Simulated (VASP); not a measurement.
KCl (Sylvite):

```xyz
2
Lattice="0.0000 3.1879 3.1879 3.1879 0.0000 3.1879 3.1879 3.1879 0.0000" Properties=species:S:1:pos:R:3 pbc="T T T"
K     0.0000    0.0000    0.0000
Cl    3.1879    3.1879    3.1879
```

Base run:

| Item | Value |
| --- | --- |
| Program | VASP 6.6.1 |
| Functional | PBE |
| Potentials or basis | VASP PAW PBE potentials, release 64 (K_sv, Cl) |
| Cutoff | 520 eV |
| k mesh | 7 × 7 × 7 |
| Occupations | fermi-dirac, width 0.05 eV |
| Spin | no spin polarisation |

Its results: band gap on the k mesh 5.05 eV, direct; pressure 0.1 GPa.

**Question.** After a change of settings the same cell gave: band gap on the k mesh 7.11 eV, direct; pressure -0.3 GPa. Which change was it?
A. functional from PBE to PBE0; k mesh from 7 × 7 × 7 to 4 × 4 × 4
B. functional from PBE to LDA; potentials or basis from VASP PAW PBE potentials, release 64 (K_sv, Cl) to VASP PAW LDA potentials, release 64 (K_sv, Cl)
C. functional from PBE to r2SCAN; further incar settings from ALGO = Normal; EDIFF = 1e-06; NBANDS = 15 to ALGO = Normal; EDIFF = 1e-07; NBANDS = 15
D. functional from PBE to PBEsol; further incar settings from ALGO = Normal; EDIFF = 1e-06; NBANDS = 15 to ALGO = Normal; EDIFF = 1e-07; NBANDS = 15

**Answer.** A.

Caveats: some runs use coarse meshes; the PAW data sets were made with another functional, which shifts forces and pressure a little (some runs).
